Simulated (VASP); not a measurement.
Runs of VASP 6.6.1 on KTaO3. The structure is that of space group P4/mmm (No. 123), or close to it. The cells are those of the table. 

| cell | gap on the mesh (eV) | pressure (GPa) |
| --- | --- | --- |
| a = 3.689, b = 3.988, c = 3.988 Å, 5 atoms | 2.19 | 29.0 |
| a = 4.287, b = 3.988, c = 3.988 Å, 5 atoms | (c) | (b) |
| a = 4.337, b = 3.988, c = 3.988 Å, 5 atoms | (a) | -6.9 |
| a = 3.589, b = 3.988, c = 3.988 Å, 5 atoms | 2.18 | 40.5 |

Alike in all rows: task single point; level PBE; potentials or basis VASP PAW PBE potentials, release 64 (K_sv, Ta_pv, O); no spin polarisation; k mesh 8 × 8 × 8; cutoff (eV) 520; smearing gaussian 0.05 eV.

**Question.** Fill in the values left out.

**Answer.** (a) 1.87; (b) -5.6; (c) 1.92.

Caveats: spin-orbit coupling is left out, which moves the levels of the heavy elements.

A k mesh can miss the band edges, and the runs leave out spin-orbit coupling on Ta.
